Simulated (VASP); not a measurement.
Set up this calculation in VASP 6.6.1, as the native input.

```yaml
Task: single point
Functional: LDA
Potentials_or_basis: VASP PAW LDA potentials, release 64 (Nb_sv, H)
Cutoff: 520 eV
k_mesh: 9 × 9 × 1
Occupations: gaussian, width 0.1 eV
Spin: collinear spin
Starting_moments: "[0.0, 0.0, 0.0, 1.0] μB"
Dipole_correction: yes
Further_INCAR_settings: ALGO = Normal; EDIFF = 1e-06; NBANDS = 32
```

The structure of Nb3H lies in POSCAR:

```
Nb3H
1.0
    2.9270177637      0.0000000000      0.0000000000
    0.0000000000      2.9270177637      0.0000000000
    0.0000000000      0.0000000000     21.1957939222
Nb H
3 1
Direct
    0.5000000000      0.5000000000      0.1887166867
    0.0000000000      0.0000000000      0.2876907936
    0.5000000000      0.5000000000      0.3866707684
    0.5000000000      0.6666666667      0.5050904892
```

One way to write it, as run:

INCAR

```
SYSTEM = Nb3H
PREC = Accurate
ENCUT = 520
EDIFF = 1E-6
ISMEAR = 0
SIGMA = 0.1
LREAL = .False.
LASPH = .True.
NELM = 150
ALGO = Normal
ISIF = 2
LWAVE = .False.
LCHARG = .False.
ISPIN = 2
MAGMOM = 0 0 0 1
LORBIT = 11
LMAXMIX = 4
LDIPOL = .True.
IDIPOL = 3
DIPOL = 0.5 0.5 0.342
NBANDS = 32
```

KPOINTS

```
regular mesh
0
Gamma
  9 9 1
  0 0 0
```

Potentials or basis: VASP PAW LDA potentials, release 64 (Nb_sv, H).

Launch:

```console
$ cat potpaw_LDA.64/Nb_sv/POTCAR potpaw_LDA.64/H/POTCAR > POTCAR
$ mpirun -np 1 vasp_std > vasp.out
```

It gave:

| Quantity | Value |
| --- | --- |
| Largest force | 2.022 eV/Å |
| Band gap on the k mesh | zero (filled and empty bands overlap) |
| Net moment | 0.00 μB per cell |
| Valence electrons inside the program's atomic spheres | Nb 10.66, 10.67, 10.61; H 0.36 |

It took 4.4 min on 1 thread of AMD EPYC 9R45 96-Core Processor (Zen 5), on a shared host, peak memory 0.35 GiB.
